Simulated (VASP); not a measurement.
# Cs (P6_3/mmc) in VASP: notebook

Runs on Cs. Level: RPBE. Tasks: single point.

Everything below comes from runs of VASP 6.6.1. Logs are shortened: lines on timing, memory, paths and dates and some standing lists are left out, and cuts for length are marked.

## (1) The cell of the first run

Symmetry: P6_3/mmc, No. 194, hexagonal system. The conventional cell has a = 5.845 Å, b = 5.845 Å, c = 19.183 Å, α = 90.00°, β = 90.00°, γ = 120.00°.

This isn't the form of Cs at room conditions, which is bcc.

## (2) Single point, RPBE (141.89 Å³/atom)

Contents of INCAR:

```
PREC     = Accurate       # precision mode
ENCUT    = 520            # plane-wave cutoff, eV
EDIFF    = 1E-6           # SCF threshold, eV
ISMEAR   = -1             # smearing method
SIGMA    = 0.1            # smearing width, eV
LREAL    = F              # projectors in reciprocal space
LASPH    = T              # aspherical terms in the spheres
NELM     = 100            # most SCF steps
ALGO     = Normal         # electronic algorithm
ISIF     = 2              # what is computed and relaxed
LWAVE    = F              # write WAVECAR
LCHARG   = F              # write CHGCAR
GGA      = RP             # functional
NBANDS   = 26             # bands
```

Contents of KPOINTS:

```
regular mesh
0
Gamma
  7 7 2
```

Contents of POSCAR:

```
Cs
1.0
    5.8448597498      0.0000000000      0.0000000000
   -2.9224298749      5.0617970249      0.0000000000
    0.0000000000      0.0000000000     19.1831511726
Cs
4
Direct
    1.0000000000      0.0000000000      1.0000000000
    1.0000000000      0.0000000000      0.5000000000
    0.3333333333      0.6666666667      0.2500000000
    0.6666666667      0.3333333333      0.7500000000
```

Potentials or basis: VASP PAW PBE potentials, release 64 (Cs_sv).

Started as:

```bash
cat potpaw_PBE.64/Cs_sv/POTCAR > POTCAR
mpirun -np 1 vasp_std > vasp.out
```

OUTCAR:

```text
PREC = Accurate
   ENCUT = 520
   EDIFF = 1E-6
   ISMEAR = -1
   LREAL = F
   LASPH = T
   NELM = 100
   ISIF = 2
   GGA = RP

 ion  position               nearest neighbor table
   1  0.000  0.000  0.000-
   2  0.000  0.000  0.500-
   3  0.333  0.667  0.250-
   4  0.667  0.333  0.750-

  LATTYP: Found a hexagonal cell.
 ALAT       =     5.8448597498
 C/A-ratio  =     3.2820550011

  Lattice vectors:

 A1 = (   5.8448597498,   0.0000000000,   0.0000000000)
 A2 = (  -2.9224298749,   5.0617970249,   0.0000000000)
 A3 = (   0.0000000000,   0.0000000000,  19.1831511726)

Analysis of symmetry for initial positions (statically):
=====================================================================
 Subroutine PRICEL returns:
 Original cell was already a primitive cell.

 Routine SETGRP: Setting up the symmetry group for a
 hexagonal supercell.

 Subroutine GETGRP returns: Found 24 space group operations
 (whereof 12 operations were pure point group operations)
 out of a pool of 24 trial point group operations.

The static configuration has the point symmetry D_3d.
 The point group associated with its full space group is D_6h.

Analysis of symmetry for dynamics (positions and initial velocities):
=====================================================================
 Subroutine PRICEL returns:
 Original cell was already a primitive cell.

 Routine SETGRP: Setting up the symmetry group for a
 hexagonal supercell.

 Subroutine GETGRP returns: Found 24 space group operations
 (whereof 12 operations were pure point group operations)
 out of a pool of 24 trial point group operations.

The dynamic configuration has the point symmetry D_3d.
 The point group associated with its full space group is D_6h.

 Subroutine INISYM returns: Found 24 space group operations
 (whereof 12 operations are pure point group operations),
 and found     1 'primitive' translations

----------------------------------------------------------------------------------------

                                     Primitive cell

  volume of cell :     567.5430

  direct lattice vectors                    reciprocal lattice vectors
     5.844859750  0.000000000  0.000000000     0.171090504  0.098779149  0.000000000
    -2.922429875  5.061797025  0.000000000     0.000000000  0.197558297  0.000000000
     0.000000000  0.000000000 19.183151173     0.000000000  0.000000000  0.052129079

  length of vectors
     5.844859750  5.844859750 19.183151173     0.197558297  0.197558297  0.052129079

  position of ions in fractional coordinates (direct lattice)
     0.000000000  0.000000000  0.000000000
     0.000000000  0.000000000  0.500000000
     0.333333333  0.666666667  0.250000000
     0.666666667  0.333333333  0.750000000

  ion indices of the primitive-cell ions
   primitive index   ion index
                 1           1
                 2           2
                 3           3
                 4           4

----------------------------------------------------------------------------------------

 KPOINTS: regular mesh

Automatic generation of k-mesh.
 Grid dimensions read from file:
 generate k-points for:    7    7    2

 Generating k-lattice:

  Cartesian coordinates                     Fractional coordinates (reciprocal lattice)
     0.024441501  0.014111307  0.000000000     0.142857143  0.000000000  0.000000000
     0.000000000  0.028222614  0.000000000     0.000000000  0.142857143  0.000000000
     0.000000000  0.000000000  0.026064539     0.000000000  0.000000000  0.500000000

  Length of vectors
     0.028222614  0.028222614  0.026064539

  Shift w.r.t. Gamma in fractional coordinates (k-lattice)
     0.000000000  0.000000000  0.000000000

 Subroutine IBZKPT returns following result:
 ===========================================

 Found     16 irreducible k-points:

 Following reciprocal coordinates:
            Coordinates               Weight
  0.000000  0.000000  0.000000      1.000000
  0.142857 -0.000000  0.000000      6.000000
  0.285714 -0.000000  0.000000      6.000000
  0.428571 -0.000000  0.000000      6.000000
  0.142857  0.142857  0.000000      6.000000
  0.285714  0.142857  0.000000     12.000000
[... 8 lines left out ...]
  0.428571  0.142857  0.500000      6.000000
  0.285714  0.285714  0.500000      6.000000
   k-points           NKPTS =     16   k-points in BZ     NKDIM =     16   number of bands    NBANDS=     26
   number of dos      NEDOS =    301   number of ions     NIONS =      4
   total plane-waves  NPLWV = 331776
   dimension x,y,z NGX =    48 NGY =   48 NGZ =  144
   dimension x,y,z NGXF=    96 NGYF=   96 NGZF=  288
   ions per type =               4
   NGX,Y,Z   is equivalent  to a cutoff of  13.65, 13.65, 12.48 a.u.
   NGXF,Y,Z  is equivalent  to a cutoff of  27.31, 27.31, 24.96 a.u.
 SYSTEM =  unknown system
   PREC   = accura    normal or accurate (medium, high low for compatibility)
   ISTART =      0    job   : 0-new  1-cont  2-samecut
   ICHARG =      2    charge: 1-file 2-atom 10-const
   ISPIN  =      1    spin polarized calculation?
   LNONCOLLINEAR =      F non collinear calculations
   LSORBIT =      F    spin-orbit coupling
   LASPH  =      T    aspherical Exc in radial PAW
   ENCUT  =  520.0 eV  38.22 Ry    6.18 a.u.  10.87 10.87 35.67*2*pi/ulx,y,z
   NELM   =    100;   NELMIN=  2; NELMDL= -5     # of ELM steps
   EDIFF  = 0.1E-05   stopping-criterion for ELM
   LREAL  =      F    real-space projection
   EDIFFG = 0.1E-04   stopping-criterion for IOM
   NSW    =      0    number of steps for IOM
   IBRION =     -1    ionic relax: 0-MD 1-quasi-New 2-CG
   NFREE  =      0    steps in history (QN), initial steepest desc. (CG)
   ISIF   =      2    stress and relaxation
   ISYM   =      2    0-nonsym 1-usesym 2-fastsym
   POTIM  = 0.5000    time-step for ionic-motion
   TEBEG  =    0.0;   TEEND  =   0.0 temperature during run
   PSTRESS=    0.0 pullay stress
   NELECT =      36.0000    total number of electrons
   NUPDOWN=      -1.0000    fix difference up-down
   EMIN   =  10.00;   EMAX   =-10.00  energy-range for DOS
   EFERMI =   0.00;   METHOD = LEGACY
   ISMEAR =    -1;   SIGMA  =   0.10  broadening in eV -4-tet -1-fermi 0-gaus
   EFERMI_NEDOS =   21; number of points for ismear=-14 and -15
   IALGO  =     38    algorithm
   IMIX   =      4    mixing-type and parameters
     AMIX     =   0.40;   BMIX     =  1.00
     AMIX_MAG =   1.60;   BMIX_MAG =  1.00
  volume/ion in A,a.u.               =     141.89       957.49
  Fermi-wavevector in a.u.,A,eV,Ry     =   0.652894  1.233791  5.799765  0.426271
  Thomas-Fermi vector in A             =   1.722960
   LORBIT       =      0    0 simple, 1 ext, 2 COOP (PROOUT), +10 PAW based schemes
   GGA     = RP    functional components
   LHFCALC =     F    Hartree Fock is set to
   AEXX    =    0.0000 exact exchange contribution
   IVDW    =     0    specifies the selected vdW correction
   LEPSILON=     F    determine dielectric tensor
   LRPA    =     F    only Hartree local field effects (RPA)
 non-spin polarized calculation
  energy-cutoff  :      520.00
  volume of cell :      567.54
 maximum number of plane-waves:     15322
 NGX is ok and might be reduce to    48
   NGX = 21   NGY = 21   NGZ = 71

 number of electron      35.9999996 magnetization

 Free energy of the ion-electron system (eV)
  ---------------------------------------------------
  ext. energy  EPLUGINS =         0.00000000
  ---------------------------------------------------
  free energy    TOTEN  =        -3.02715239 eV

  energy without entropy =       -2.86468251  energy(sigma->0) =       -2.94591745

 E-fermi :   0.1060     XC(G=0):  -4.7829

 val. band max:        0.0854475545   @ k =   0.1429   0.1429   0.5000
 cond. band min:       0.1417792001   @ k =   0.0000   0.0000   0.0000
 fundamental gap:      0.0563316456
 Fermi energy:         0.1060461821

 k-point     1 :       0.0000    0.0000    0.0000
  band No.  band energies     occupation
      1     -23.9306      2.00000
      2     -23.9298      2.00000
      3     -23.9293      2.00000
      4     -23.9285      2.00000
      5     -10.7726      2.00000
      6     -10.7431      2.00000
[... 18 lines left out ...]
     25       2.3642      0.00000
     26       2.4183      0.00000

 k-point     2 :       0.1429   -0.0000    0.0000
  band No.  band energies     occupation
      1     -23.9303      2.00000
      2     -23.9296      2.00000
      3     -23.9291      2.00000
      4     -23.9284      2.00000
      5     -10.7688      2.00000
      6     -10.7446      2.00000
[... 18 lines left out ...]
     25       2.0963      0.00000
     26       2.1135      0.00000

 k-point     3 :       0.2857   -0.0000    0.0000
  band No.  band energies     occupation
      1     -23.9294      2.00000
      2     -23.9290      2.00000
      3     -23.9285      2.00000
      4     -23.9280      2.00000
      5     -10.7604      2.00000
      6     -10.7560      2.00000
[... 18 lines left out ...]
     25       1.6636      0.00000
     26       1.6829      0.00000

 k-point     4 :       0.4286   -0.0000    0.0000
  band No.  band energies     occupation
      1     -23.9287      2.00000
      2     -23.9285      2.00000
      3     -23.9280      2.00000
      4     -23.9278      2.00000
      5     -10.7707      2.00000
      6     -10.7697      2.00000
[... 18 lines left out ...]
     25       1.5210      0.00000
     26       1.5646      0.00000
[... 264 lines left out ...]
      1     -23.9288      2.00000
      2     -23.9288      2.00000
      3     -23.9279      2.00000
      4     -23.9279      2.00000
      5     -10.7618      2.00000
      6     -10.7618      2.00000
[... 18 lines left out ...]
     25       1.5676      0.00000
     26       1.5676      0.00000

 k-point    15 :       0.4286    0.1429    0.5000
  band No.  band energies     occupation
      1     -23.9285      2.00000
      2     -23.9285      2.00000
      3     -23.9278      2.00000
      4     -23.9278      2.00000
      5     -10.7673      2.00000
      6     -10.7673      2.00000
[... 18 lines left out ...]
     25       1.3835      0.00001
     26       1.3835      0.00001

 k-point    16 :       0.2857    0.2857    0.5000
  band No.  band energies     occupation
      1     -23.9284      2.00000
      2     -23.9284      2.00000
      3     -23.9278      2.00000
      4     -23.9278      2.00000
      5     -10.7609      2.00000
      6     -10.7609      2.00000
[... 18 lines left out ...]
     25       1.4268      0.00000
     26       1.4269      0.00000

------------------------ aborting loop because EDIFF is reached ----------------------------------------

  FORCE on cell =-STRESS in cart. coord.  units (eV):
  Direction    XX          YY          ZZ          XY          YZ          ZX
  --------------------------------------------------------------------------------------
  -------------------------------------------------------------------------------------
  Total       -0.3806270     -0.3806270     -0.3654591      0.0000000      0.0000000     -0.0000000
  in kB       -1.0745124     -1.0745124     -1.0316931      0.0000000      0.0000000     -0.0000000
  external PRESSURE =      -1.0602393 kB  Pullay stress =       0.0000000 kB

 VOLUME and BASIS-vectors are now :
 -----------------------------------------------------------------------------
  energy-cutoff  :      520.00
  volume of cell :      567.54
      direct lattice vectors                 reciprocal lattice vectors
     5.844859750  0.000000000  0.000000000     0.171090504  0.098779149  0.000000000
    -2.922429875  5.061797025  0.000000000     0.000000000  0.197558297  0.000000000
     0.000000000  0.000000000 19.183151173     0.000000000  0.000000000  0.052129079

 POSITION                                       TOTAL-FORCE (eV/Angst)
 -----------------------------------------------------------------------------------
      0.00000      0.00000      0.00000         0.000000      0.000000      0.000000
      0.00000      0.00000      9.59158         0.000000      0.000000      0.000000
     -0.00000      3.37453      4.79579        -0.000000     -0.000000      0.000000
      2.92243      1.68727     14.38736         0.000000      0.000000      0.000000
 -----------------------------------------------------------------------------------
    total drift:                                0.000000     -0.000000     -0.000000

  FREE ENERGIE OF THE ION-ELECTRON SYSTEM (eV)
  ---------------------------------------------------
  free  energy   TOTEN  =        -3.0271523916 eV

  energy  without entropy=       -2.8646825069  energy(sigma->0) =       -2.94591745
```

Wall time 3.2 min (1 thread of Intel Xeon Platinum 8559C (Emerald Rapids), shared host); peak memory 0.73 GiB.

What came out:

* Free energy: -3.0272 eV
* Pressure: -0.1 GPa
* Band gap on the k mesh: zero (bands 18 and 19 overlap by 1.41 eV)

Caveat: the PAW data sets were made with another functional, which shifts forces and pressure a little; spin-orbit coupling is left out, which moves the levels of the heavy elements.

[end of part 1 of 2]
